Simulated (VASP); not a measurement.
Here is a VASP 6.6.1 calculation.

Contents of INCAR:

```
ALGO     = Normal         # electronic algorithm
EDIFF    = 1E-6           # SCF threshold, eV
EDIFFG   = -0.01          # ionic threshold
ENCUT    = 600            # plane-wave cutoff, eV
GGA      = PS             # functional
IBRION   = 2              # ionic algorithm
ISIF     = 3              # what is computed and relaxed
ISMEAR   = -1             # smearing method
LASPH    = T              # aspherical terms in the spheres
LCHARG   = F              # write CHGCAR
LREAL    = F              # projectors in reciprocal space
LWAVE    = F              # write WAVECAR
NELM     = 60             # most SCF steps
NSW      = 80             # ionic steps
PREC     = Accurate       # precision mode
PSTRESS  = 100.0        
SIGMA    = 0.05           # smearing width, eV
```

KPOINTS

```
k-points
0
Gamma
  9 9 9
```

Contents of POSCAR:

```
NaH
1.0
    0.0000000000      2.4400000000      2.4400000000
    2.4400000000      0.0000000000      2.4400000000
    2.4400000000      2.4400000000      0.0000000000
Na H
1 1
Direct
    0.0000000000      0.0000000000      0.0000000000
    0.5000000000      0.5000000000      0.5000000000
```

Potentials or basis: VASP PAW PBE potentials, release 64 (Na_pv, H).

Command:

```console
$ cat potpaw_PBE.64/Na_pv/POTCAR potpaw_PBE.64/H/POTCAR > POTCAR
$ mpirun -np 1 vasp_std > vasp.out
```

Task: What does it give for the relaxed volume?

Result: 10.66 Å³/atom.

Task: Predict the space group after relaxing (to 0.05 Å).

Result: Fm-3m (No. 225).

Task: What does it give for the relaxed cell?

Result: a = 3.113 Å, b = 3.113 Å, c = 3.113 Å, α = 60.00°, β = 60.00°, γ = 60.00°.

Task: Estimate the band gap on the k mesh.

Result: 4.41 eV, indirect (least direct gap 5.23 eV).

Final structure:
```
Na H
1.0
     0.00000    2.20108    2.20108
     2.20108    0.00000    2.20108
     2.20108    2.20108    0.00000
Na H
1 1
Direct
  0.00000 0.00000 0.00000
  0.50000 0.50000 0.50000
```

Caveat: the cell is relaxed towards a set pressure, so the enthalpy falls and the energy may rise; the volume moved by over 15 % at a fixed basis, so the end points are rough; the PAW data sets were made with another functional, which shifts forces and pressure a little. Expect the measured gap to be larger: semilocal functionals such as PBEsol lack the derivative discontinuity.
